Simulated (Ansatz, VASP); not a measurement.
HgH: VASP beside Ansatz

```xyz
6
Lattice="6.0325 0.0000 0.0000 -3.0163 5.2243 0.0000 0.0000 0.0000 3.3021" Properties=species:S:1:pos:R:3 pbc="T T T"
Hg    3.0163    0.0000    0.0000
Hg    1.5081    2.6122    0.0000
Hg   -1.5081    2.6122    0.0000
H     0.0000    0.0000    0.0000
H     0.0000    3.4829    1.6510
H     3.0163    1.7414    1.6510
```

Alike in both runs: functional PBE; k mesh 6 × 6 × 12; occupations gaussian, width 0.1 eV; no spin polarisation.

Ansatz relaxed the structure, and its values are those at the end. VASP's run is a single point on that final structure, the one shown.

|  | VASP | Ansatz |
| --- | --- | --- |
| version | VASP 6.6.1 | Ansatz 0.2.0 |
| potentials or method | VASP PAW PBE potentials, release 64 (Hg, H), cutoff 520 eV | scalar-relativistic, plane waves, PAW |
| valence electrons in the cell | 39 | 63 |

|  | VASP | Ansatz | Ansatz less VASP |
| --- | --- | --- | --- |
| gap on the k mesh at the Fermi level (eV) | none | none | - |
| pressure (GPa) | 0.2 | 0.0 | -0.19 |

A gap of «none» marks a metal or a gap that the smearing closes. VASP's potentials hold 39 valence electrons a cell and Ansatz's 63, so a difference there can come from the potentials and not from the codes.

Spin-orbit coupling is off throughout.
